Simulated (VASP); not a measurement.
Input of a VASP 6.6.1 run:

The input INCAR:

```
  PREC = Accurate
  ENCUT = 600
  EDIFF = 1E-6
  ISMEAR = -1
  SIGMA = 0.1
  LREAL = F
  LASPH = T
  NELM = 120
  ALGO = Normal
  ISIF = 2
  LWAVE = F
  LCHARG = F
  GGA = PE
  NBANDS = 15
  GGA_COMPAT = F
```

KPOINTS

```
regular mesh
0
Gamma
  8 8 4
```

Contents of POSCAR:

```
Fe
1.0
    2.4615505174      0.0000000000      0.0000000000
   -1.2307752587      2.1317652808      0.0000000000
    0.0000000000      0.0000000000      3.8925757816
Fe
2
Direct
    0.3333333333      0.6666666667      0.2500000000
    0.6666666667      0.3333333333      0.7500000000
```

Potentials or basis: VASP PAW PBE potentials, release 64 (Fe).

Run with:

```bash
$ cat potpaw_PBE.64/Fe/POTCAR > POTCAR
$ mpirun -np 1 vasp_std > vasp.out
```

(1) Predict the pressure.

(2) Estimate the band gap on the k mesh.

Results:

(1) -0.9 GPa.

(2) zero (band 8 reaches 7.70 eV, above the bottom of band 9 at 5.98 eV).

Caveat: the k points lie up to 0.40 Å⁻¹ apart; the run has no spin polarisation, though such a crystal can be magnetic.
